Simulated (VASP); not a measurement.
# CuO (C2/c) in VASP: a series of runs, part 2 of 2

VASP 6.6.1. Earlier steps stand in the parts before.

### Step 3. Single point, PBE

File INCAR:

```
SYSTEM = CuO
ALGO     = Normal         ! electronic algorithm
EDIFF    = 1E-6           ! SCF threshold, eV
ENCUT    = 520            ! plane-wave cutoff, eV
GGA      = PE             ! functional
ISIF     = 2              ! what is computed and relaxed
ISMEAR   = 0              ! smearing method
LASPH    = .TRUE.         ! aspherical terms in the spheres
LCHARG   = .TRUE.         ! write CHGCAR
LELF     = .TRUE.         ! ELF
LREAL    = .FALSE.        ! projectors in reciprocal space
LVHAR    = .TRUE.       
LWAVE    = .FALSE.        ! write WAVECAR
NBANDS   = 25             ! bands
NELM     = 100            ! most SCF steps
PREC     = Accurate       ! precision mode
SIGMA    = 0.014          ! smearing width, eV
```

File KPOINTS:

```
k-points
0
G
  10 10 5
  0 0 0
```

File POSCAR:

```
CuO
1.0
    2.3418500000     -1.7113000000      0.0000000000
    2.3418500000      1.7113000000      0.0000000000
   -0.8500274268      0.0000000000      5.0578693947
Cu O
2 2
Direct
    0.5000000000      0.0000000000      0.5000000000
    0.0000000000      0.5000000000      0.0000000000
    0.4184000000      0.5816000000      0.7500000000
    0.5816000000      0.4184000000      0.2500000000
```

Potentials or basis: VASP PAW PBE potentials, release 64 (Cu, O).

Launch:

```
$ cat potpaw_PBE.64/Cu/POTCAR potpaw_PBE.64/O/POTCAR > POTCAR
$ mpirun -np 1 vasp_std > vasp.out
```

OUTCAR:

```text
SYSTEM = CuO
   EDIFF = 1E-6
   ENCUT = 520
   GGA = PE
   ISIF = 2
   ISMEAR = 0
   LASPH = .TRUE.
   LREAL = .FALSE.
   NELM = 100
   PREC = Accurate

 ion  position               nearest neighbor table
   1  0.500  0.000  0.500-   3 1.95   4 1.95   4 1.96   3 1.96
   2  0.000  0.500  0.000-   4 1.95   3 1.95   4 1.96   3 1.96
   3  0.418  0.582  0.750-   2 1.95   1 1.95   2 1.96   1 1.96
   4  0.582  0.418  0.250-   1 1.95   2 1.95   2 1.96   1 1.96

  LATTYP: Found a base centered monoclinic cell.
 ALAT       =     4.6837000000
 B/A-ratio  =     0.7307470589
 C/A-ratio  =     1.0950317057
 COS(beta)  =    -0.1657361228

  Lattice vectors:

 A1 = (   2.3418500000,  -1.7113000000,   0.0000000000)
 A2 = (   2.3418500000,   1.7113000000,   0.0000000000)
 A3 = (  -0.8500274268,   0.0000000000,   5.0578693947)

Analysis of symmetry for initial positions (statically):
=====================================================================
 Subroutine PRICEL returns:
[... 174 lines left out ...]
  free energy    TOTEN  =       -19.52126336 eV

  energy without entropy =      -19.52102472  energy(sigma->0) =      -19.52114404

 E-fermi :   5.7125     XC(G=0): -11.9151

 val. band max:        5.7038372727   @ k =  -0.4000   0.2000   0.4000
 cond. band min:       5.7217167176   @ k =   0.5000   0.2000   0.4000
 fundamental gap:      0.0178794449
 Fermi energy:         5.7125190159

 k-point     1 :       0.0000    0.0000    0.0000
  band No.  band energies     occupation
      1     -14.2150      2.00000
      2     -12.8888      2.00000
      3      -2.4336      2.00000
      4       0.1579      2.00000
      5       0.5540      2.00000
      6       2.4020      2.00000
[... 661 lines left out ...]
     24      19.0982      0.00000
     25      20.1580      0.00000

 [... further k-points ...]

------------------------ aborting loop because EDIFF is reached ----------------------------------------

  FORCE on cell =-STRESS in cart. coord.  units (eV):
  Direction    XX          YY          ZZ          XY          YZ          ZX
  --------------------------------------------------------------------------------------
  -------------------------------------------------------------------------------------
  Total        1.6136725      1.8354196      1.4315868      0.0000000      0.0000000     -0.3448367
  in kB       63.7739246     72.5375901     56.5777211      0.0000000      0.0000000    -13.6282842
  external PRESSURE =      64.2964119 kB  Pullay stress =       0.0000000 kB

 VOLUME and BASIS-vectors are now :
 -----------------------------------------------------------------------------
  energy-cutoff  :      520.00
  volume of cell :       40.54
      direct lattice vectors                 reciprocal lattice vectors
     2.341850000 -1.711300000  0.000000000     0.213506416 -0.292175539  0.035881968
     2.341850000  1.711300000  0.000000000     0.213506416  0.292175539  0.035881968
    -0.850027427  0.000000000  5.057869395     0.000000000  0.000000000  0.197711709

 POSITION                                       TOTAL-FORCE (eV/Angst)
 -----------------------------------------------------------------------------------
      0.74591     -0.85565      2.52893        -0.000000      0.000000      0.000000
      1.17092      0.85565      0.00000        -0.000000      0.000000      0.000000
      1.70433      0.27928      3.79340        -0.000000     -0.219026      0.000000
      2.12934     -0.27928      1.26447         0.000000      0.219026      0.000000
 -----------------------------------------------------------------------------------
    total drift:                                0.000000     -0.000000     -0.000000

  FREE ENERGIE OF THE ION-ELECTRON SYSTEM (eV)
  ---------------------------------------------------
  free  energy   TOTEN  =       -19.5212633557 eV

  energy  without entropy=      -19.5210247244  energy(sigma->0) =      -19.52114404
```

OSZICAR:

```text
N       E                     dE             d eps       ncg     rms          rms(c)
DAV:   1     0.295677366248E+03    0.29568E+03   -0.16337E+04  7466   0.216E+03
DAV:   2     0.105708317654E+02   -0.28511E+03   -0.26256E+03  7252   0.397E+02
DAV:   3    -0.244455097199E+02   -0.35016E+02   -0.33159E+02  8647   0.154E+02
DAV:   4    -0.256140824025E+02   -0.11686E+01   -0.11628E+01  8630   0.303E+01
DAV:   5    -0.256372936662E+02   -0.23211E-01   -0.23203E-01  9182   0.378E+00    0.174E+01
DAV:   6    -0.229382495593E+02    0.26990E+01   -0.34990E+01 10069   0.149E+02    0.132E+01
DAV:   7    -0.194584920521E+02    0.34798E+01   -0.97546E+00  8545   0.114E+02    0.259E+00
DAV:   8    -0.195562414471E+02   -0.97749E-01   -0.15027E+00  7455   0.844E+00    0.161E+00
DAV:   9    -0.195254572135E+02    0.30784E-01   -0.57456E-02 12151   0.636E+00    0.495E-01
DAV:  10    -0.195217736828E+02    0.36835E-02   -0.12851E-02 10552   0.180E+00    0.320E-01
DAV:  11    -0.195212017589E+02    0.57192E-03   -0.59067E-03 10751   0.708E-01    0.490E-02
DAV:  12    -0.195212270390E+02   -0.25280E-04   -0.26691E-04  8836   0.178E-01    0.278E-02
DAV:  13    -0.195212650298E+02   -0.37991E-04   -0.48452E-05 10667   0.766E-02    0.108E-02
DAV:  14    -0.195212634700E+02    0.15599E-05   -0.83090E-07  6169   0.339E-02    0.571E-03
DAV:  15    -0.195212633557E+02    0.11425E-06   -0.30776E-06  6393   0.164E-02
   1 F= -.19521263E+02 E0= -.19521144E+02  d E =-.238631E-03
```

Wall time 80 s (1 thread of AMD EPYC 9R45 (Zen 5), shared host); peak memory 0.22 GiB.

What came out:

- Free energy: -19.5213 eV
- Pressure: 6.4 GPa
- Largest force: 0.219 eV/Å
- Band gap on the k mesh: zero (bands 17 and 18 overlap by 0.60 eV)

Forces on the atoms (eV/Å):
```
Cu   0.000  0.000  0.000
Cu   0.000  0.000  0.000
O    0.000 -0.219  0.000
O    0.000  0.219  0.000
```

Caveat: the cell stands under pressure; semilocal functionals often make such compounds metallic where correlation or magnetic order opens a gap, which also shifts bond lengths. With open d or f shells a metallic result of PBE can be an artefact of self-interaction; +U or a hybrid may open a gap.
